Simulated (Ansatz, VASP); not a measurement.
Two plane-wave programs on H3C18N

```
C N H
1.0
     7.39800    0.00000    0.00000
    -3.69900    6.40686    0.00000
     0.00000    0.00000   13.00000
C N H
18 1 3
Direct
  0.00090 0.99276 0.06999
  0.22572 0.10486 0.10357
  0.00587 0.32872 0.06788
  0.22420 0.43408 0.07021
  0.00564 0.66212 0.06800
  0.22416 0.77515 0.07030
  0.33937 0.99386 0.07198
  0.55787 0.10511 0.06678
  0.33913 0.32989 0.07248
  0.55799 0.43786 0.06682
  0.33854 0.66181 0.08914
  0.56540 0.77525 0.06538
  0.67279 0.99389 0.06131
  0.89346 0.10348 0.06331
  0.67059 0.32791 0.06856
  0.89468 0.43995 0.06850
  0.67275 0.66377 0.06139
  0.89323 0.77464 0.06335
  0.21865 0.09126 0.22013
  0.34155 0.66406 0.17582
  0.36831 0.17602 0.24740
  0.13994 0.16297 0.24694
```

Alike in both runs: functional PBE; dispersion D3(BJ); k mesh 2 × 2 × 1; occupations gaussian, width 0.02 eV; no spin polarisation.

Ansatz relaxed the structure, and its values are those at the end. VASP's run is a single point on that final structure, the one shown.

```csv
,VASP,Ansatz
version,VASP 6.6.1,Ansatz 0.2.0
potentials or method,"VASP PAW PBE potentials, release 64 (C, N, H), cutoff 520 eV","scalar-relativistic, plane waves, PAW"
valence electrons in the cell,80,80
```

Ansatz gave:

| Property | Result |
| --- | --- |
| rms of the force components (eV/Å) | 0.009 |

Q: Which values does VASP return?

A: rms of the force components (eV/Å): 0.012.

The k mesh is coarse, so the values compare programs but aren't converged.
